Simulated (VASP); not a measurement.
# Pt (I4/mmm) in VASP: single point with PBEsol

Aim: the single point of Pt with PBEsol.

Program: VASP 6.6.1. These are calculated values, not measurements. Logs are shortened: lines on timing, memory, paths and dates and some standing lists are left out, and cuts for length are marked.

### 1 The cell of the first run

It takes space group I4/mmm (No. 139, tetragonal). The conventional cell has a = 2.769 Å, b = 2.769 Å, c = 4.112 Å, α = 90.00°, β = 90.00°, γ = 90.00°. Pt (site symmetry 4/mmm) has 12 Pt at 2.77 to 2.84 Å within 3.6 Å.

### 2 Single point, PBEsol (strain +0.000 along x and y, +0.050 along z)

File INCAR:

```
  PREC = Accurate
  ENCUT = 520
  EDIFF = 1E-6
  ISMEAR = 0
  SIGMA = 0.15
  LREAL = False
  LASPH = True
  NELM = 60
  ALGO = Normal
  ISIF = 2
  LWAVE = False
  LCHARG = True
  GGA = PS
  LELF = True
  LVHAR = True
  NBANDS = 11
```

File KPOINTS:

```
Automatic mesh
0
Gamma
  20 20 20
```

File POSCAR:

```
Pt
1.0
    0.0000000000      1.9579000000      2.0557950000
    1.9579000000      0.0000000000      2.0557950000
    1.9579000000      1.9579000000      0.0000000000
Pt
1
Direct
    0.0000000000      0.0000000000      0.0000000000
```

Potentials or basis: VASP PAW PBE potentials, release 64 (Pt).

The run is started by

```
cat potpaw_PBE.64/Pt/POTCAR > POTCAR
mpirun -np 1 vasp_std > vasp.out
```

OUTCAR:

```text
PREC = Accurate
   ENCUT = 520
   EDIFF = 1E-6
   ISMEAR = 0
   LREAL = False
   LASPH = True
   NELM = 60
   ISIF = 2
   GGA = PS

 ion  position               nearest neighbor table
   1  0.000  0.000  0.000-

  LATTYP: Found a body centered tetragonal cell.
 ALAT       =     2.7688887338
 C/A-ratio  =     1.4849242405

  Lattice vectors:

 A1 = (  -1.9579000000,   0.0000000000,   2.0557950000)
 A2 = (   1.9579000000,   0.0000000000,   2.0557950000)
 A3 = (   0.0000000000,   1.9579000000,  -2.0557950000)

Analysis of symmetry for initial positions (statically):
=====================================================================
 Subroutine PRICEL returns:
 Original cell was already a primitive cell.

 Routine SETGRP: Setting up the symmetry group for a
 body centered tetragonal supercell.

 Subroutine GETGRP returns: Found 16 space group operations
 (whereof 16 operations were pure point group operations)
 out of a pool of 16 trial point group operations.

The static configuration has the point symmetry D_4h.

Analysis of symmetry for dynamics (positions and initial velocities):
=====================================================================
 Subroutine PRICEL returns:
 Original cell was already a primitive cell.

 Routine SETGRP: Setting up the symmetry group for a
 body centered tetragonal supercell.

 Subroutine GETGRP returns: Found 16 space group operations
 (whereof 16 operations were pure point group operations)
 out of a pool of 16 trial point group operations.

The dynamic configuration has the point symmetry D_4h.

 Subroutine INISYM returns: Found 16 space group operations
 (whereof 16 operations are pure point group operations),
 and found     1 'primitive' translations

----------------------------------------------------------------------------------------

                                     Primitive cell

  volume of cell :      15.7613

  direct lattice vectors                    reciprocal lattice vectors
     0.000000000  1.957900000  2.055795000    -0.255375658  0.255375658  0.243214912
     1.957900000  0.000000000  2.055795000     0.255375658 -0.255375658  0.243214912
     1.957900000  1.957900000  0.000000000     0.255375658  0.255375658 -0.243214912

  length of vectors
     2.838955000  2.838955000  2.768888734     0.435415832  0.435415832  0.435415832

  position of ions in fractional coordinates (direct lattice)
     0.000000000  0.000000000  0.000000000

  ion indices of the primitive-cell ions
   primitive index   ion index
                 1           1

----------------------------------------------------------------------------------------

 KPOINTS: Automatic mesh

Automatic generation of k-mesh.
 Grid dimensions read from file:
 generate k-points for:   20   20   20

 Generating k-lattice:

  Cartesian coordinates                     Fractional coordinates (reciprocal lattice)
    -0.012768783  0.012768783  0.012160746     0.050000000 -0.000000000  0.000000000
     0.012768783 -0.012768783  0.012160746    -0.000000000  0.050000000  0.000000000
     0.012768783  0.012768783 -0.012160746     0.000000000  0.000000000  0.050000000

  Length of vectors
     0.021770792  0.021770792  0.021770792

  Shift w.r.t. Gamma in fractional coordinates (k-lattice)
     0.000000000  0.000000000  0.000000000

 Subroutine IBZKPT returns following result:
 ===========================================

 Found    641 irreducible k-points:

 Following reciprocal coordinates:
            Coordinates               Weight
  0.000000  0.000000  0.000000      1.000000
  0.050000 -0.000000  0.000000      8.000000
  0.100000 -0.000000  0.000000      8.000000
  0.150000  0.000000  0.000000      8.000000
  0.200000 -0.000000  0.000000      8.000000
  0.250000  0.000000  0.000000      8.000000
[... 16 lines left out ...]
 -0.400000  0.050000  0.000000      8.000000
 -0.350000  0.050000  0.000000      8.000000
 [... further k-points ...]
   k-points           NKPTS =    641   k-points in BZ     NKDIM =    641   number of bands    NBANDS=     11
   number of dos      NEDOS =    301   number of ions     NIONS =      1
   total plane-waves  NPLWV =  13824
   dimension x,y,z NGX =    24 NGY =   24 NGZ =   24
   dimension x,y,z NGXF=    48 NGYF=   48 NGZF=   48
   ions per type =               1
   NGX,Y,Z   is equivalent  to a cutoff of  14.05, 14.05, 14.41 a.u.
   NGXF,Y,Z  is equivalent  to a cutoff of  28.11, 28.11, 28.82 a.u.
 SYSTEM =  unknown system
   PREC   = accura    normal or accurate (medium, high low for compatibility)
   ISTART =      0    job   : 0-new  1-cont  2-samecut
   ICHARG =      2    charge: 1-file 2-atom 10-const
   ISPIN  =      1    spin polarized calculation?
   LNONCOLLINEAR =      F non collinear calculations
   LSORBIT =      F    spin-orbit coupling
   LASPH  =      T    aspherical Exc in radial PAW
   ENCUT  =  520.0 eV  38.22 Ry    6.18 a.u.   5.28  5.28  5.15*2*pi/ulx,y,z
   NELM   =     60;   NELMIN=  2; NELMDL= -5     # of ELM steps
   EDIFF  = 0.1E-05   stopping-criterion for ELM
   LREAL  =      F    real-space projection
   EDIFFG = 0.1E-04   stopping-criterion for IOM
   NSW    =      0    number of steps for IOM
   IBRION =     -1    ionic relax: 0-MD 1-quasi-New 2-CG
   NFREE  =      0    steps in history (QN), initial steepest desc. (CG)
   ISIF   =      2    stress and relaxation
   ISYM   =      2    0-nonsym 1-usesym 2-fastsym
   POTIM  = 0.5000    time-step for ionic-motion
   TEBEG  =    0.0;   TEEND  =   0.0 temperature during run
   PSTRESS=    0.0 pullay stress
   NELECT =      10.0000    total number of electrons
   NUPDOWN=      -1.0000    fix difference up-down
   EMIN   =  10.00;   EMAX   =-10.00  energy-range for DOS
   EFERMI =   0.00;   METHOD = LEGACY
   ISMEAR =     0;   SIGMA  =   0.15  broadening in eV -4-tet -1-fermi 0-gaus
   EFERMI_NEDOS =   21; number of points for ismear=-14 and -15
   IALGO  =     38    algorithm
   IMIX   =      4    mixing-type and parameters
     AMIX     =   0.40;   BMIX     =  1.00
     AMIX_MAG =   1.60;   BMIX_MAG =  1.00
  volume/ion in A,a.u.               =      15.76       106.36
  Fermi-wavevector in a.u.,A,eV,Ry     =   1.406732  2.658337 26.924483  1.978894
  Thomas-Fermi vector in A             =   2.529062
   LORBIT       =      0    0 simple, 1 ext, 2 COOP (PROOUT), +10 PAW based schemes
   GGA     = PS    functional components
   LHFCALC =     F    Hartree Fock is set to
   AEXX    =    0.0000 exact exchange contribution
   IVDW    =     0    specifies the selected vdW correction
   LEPSILON=     F    determine dielectric tensor
   LRPA    =     F    only Hartree local field effects (RPA)
 non-spin polarized calculation
 Gauss-broadening in eV      SIGMA  =   0.15
  energy-cutoff  :      520.00
  volume of cell :       15.76
 maximum number of plane-waves:       439
 NGX is ok and might be reduce to    24
   NGX = 11   NGY = 11   NGZ = 11

 number of electron      10.0000001 magnetization

 Free energy of the ion-electron system (eV)
  ---------------------------------------------------
  ext. energy  EPLUGINS =         0.00000000
  ---------------------------------------------------
  free energy    TOTEN  =        -6.93790589 eV

  energy without entropy =       -6.91641354  energy(sigma->0) =       -6.92715972

 E-fermi :  10.2609     XC(G=0): -13.3671

 val. band max:       10.2603162110   @ k =   0.4000   0.3500   0.0000
 cond. band min:      10.2641645334   @ k =   0.4500  -0.0000   0.0500
 fundamental gap:      0.0038483224
 Fermi energy:        10.2609498103

 k-point     1 :       0.0000    0.0000    0.0000
  band No.  band energies     occupation
      1       0.4610      2.00000
      2       6.3642      2.00000
      3       6.9259      2.00000
      4       6.9259      2.00000
      5       8.4144      2.00000
      6       9.0648      2.00000
      7      25.0400      0.00000
      8      28.9629      0.00000
      9      30.0960      0.00000
     10      30.0960      0.00000
     11      34.9017      0.00000

 k-point     2 :       0.0500   -0.0000    0.0000
  band No.  band energies     occupation
      1       0.5578      2.00000
      2       6.3806      2.00000
      3       6.9046      2.00000
      4       6.9637      2.00000
      5       8.4009      2.00000
      6       9.0367      2.00000
      7      25.1860      0.00000
      8      28.8381      0.00000
      9      29.7955      0.00000
     10      30.2419      0.00000
     11      35.5043      0.00000

 k-point     3 :       0.1000   -0.0000    0.0000
  band No.  band energies     occupation
      1       0.8418      2.00000
      2       6.3984      2.00000
      3       6.8717      2.00000
      4       7.0678      2.00000
      5       8.3775      2.00000
      6       8.9655      2.00000
      7      25.5881      0.00000
      8      27.9077      0.00000
      9      29.9113      0.00000
     10      30.6663      0.00000
     11      36.2284      0.00000

 k-point     4 :       0.1500    0.0000    0.0000
  band No.  band energies     occupation
      1       1.2904      2.00000
      2       6.3612      2.00000
      3       6.8802      2.00000
      4       7.2059      2.00000
      5       8.3971      2.00000
      6       8.8922      2.00000
      7      26.0929      0.00000
      8      26.5545      0.00000
      9      30.5124      0.00000
     10      31.3251      0.00000
     11      34.9109      0.00000

 k-point     5 :       0.2000   -0.0000    0.0000
  band No.  band energies     occupation
      1       1.8560      2.00000
      2       6.3126      2.00000
      3       6.8899      2.00000
      4       7.3176      2.00000
      5       8.5330      2.00000
      6       8.8866      2.00000
      7      24.9544      0.00000
      8      26.5768      0.00000
      9      31.3223      0.00000
     10      32.1125      0.00000
     11      33.5880      0.00000
[... 211 lines left out ...]
 k-point    21 :       0.5000    0.0500    0.0000
  band No.  band energies     occupation
      1       3.4273      2.00000
      2       6.3639      2.00000
      3       7.0086      2.00000
      4       9.2248      2.00000
      5      10.1893      1.50095
      6      11.0523      0.00000
      7      15.8219      0.00000
      8      24.5563      0.00000
      9      28.3571      0.00000
     10      29.2694      0.00000
     11      37.2565      0.00000

 k-point    22 :      -0.4500    0.0500    0.0000
  band No.  band energies     occupation
      1       3.4291      2.00000
      2       6.3860      2.00000
      3       7.0044      2.00000
      4       9.1280      2.00000
      5      10.0859      1.90118
      6      11.0815      0.00000
      7      15.9889      0.00000
      8      24.5819      0.00000
      9      28.2018      0.00000
     10      29.5728      0.00000
     11      36.9127      0.00000

 k-point    23 :      -0.4000    0.0500    0.0000
  band No.  band energies     occupation
      1       3.4195      2.00000
      2       6.4536      2.00000
      3       7.0525      2.00000
      4       8.4775      2.00000
      5       9.8462      1.99991
      6      10.7027      0.00003
      7      17.2263      0.00000
      8      24.8181      0.00000
      9      28.4823      0.00000
     10      30.2741      0.00000
     11      36.0310      0.00000

 k-point    24 :      -0.3500    0.0500    0.0000
  band No.  band energies     occupation
      1       3.3546      2.00000
      2       6.5515      2.00000
      3       7.1458      2.00000
      4       7.6025      2.00000
      5       9.5140      2.00000
      6      10.2330      1.20752
      7      18.9437      0.00000
      8      25.2508      0.00000
      9      29.1379      0.00000
     10      31.3327      0.00000
     11      34.7906      0.00000

 [... further k-points ...]
[... 5 lines left out ...]
  --------------------------------------------------------------------------------------
  -------------------------------------------------------------------------------------
  Total       -1.0168484     -1.0168484     -1.4911694      0.0000000     -0.0000000     -0.0000000
  in kB     -103.3655901   -103.3655901   -151.5816966      0.0000000     -0.0000000     -0.0000000
  external PRESSURE =    -119.4376256 kB  Pullay stress =       0.0000000 kB

 VOLUME and BASIS-vectors are now :
 -----------------------------------------------------------------------------
  energy-cutoff  :      520.00
  volume of cell :       15.76
      direct lattice vectors                 reciprocal lattice vectors
     0.000000000  1.957900000  2.055795000    -0.255375658  0.255375658  0.243214912
     1.957900000  0.000000000  2.055795000     0.255375658 -0.255375658  0.243214912
     1.957900000  1.957900000  0.000000000     0.255375658  0.255375658 -0.243214912

 POSITION                                       TOTAL-FORCE (eV/Angst)
 -----------------------------------------------------------------------------------
      0.00000      0.00000      0.00000         0.000000      0.000000      0.000000
 -----------------------------------------------------------------------------------
    total drift:                               -0.000000      0.000000      0.000000

  FREE ENERGIE OF THE ION-ELECTRON SYSTEM (eV)
  ---------------------------------------------------
  free  energy   TOTEN  =        -6.9379058913 eV

  energy  without entropy=       -6.9164135394  energy(sigma->0) =       -6.92715972
```

It took 55 s on 1 thread of Intel Xeon Platinum 8375C at 2.90GHz (Ice Lake), shared host; peak memory 0.23 GiB.

Results:

```
Free energy            : -6.9379 eV
Pressure               : -11.9 GPa
Band gap on the k mesh : zero (band 5 reaches 10.96 eV, above the bottom of band 6 at 8.67 eV)
```

Stress tensor (GPa, compression positive):
```
-10.34   0.00   0.00
  0.00 -10.34   0.00
  0.00   0.00 -15.16
```

Caveat: the cell differs from its parent crystal (strain +0.000 along x and y, +0.050 along z); the PAW data sets were made with another functional, which shifts forces and pressure a little; spin-orbit coupling is left out, which moves the levels of the heavy elements.
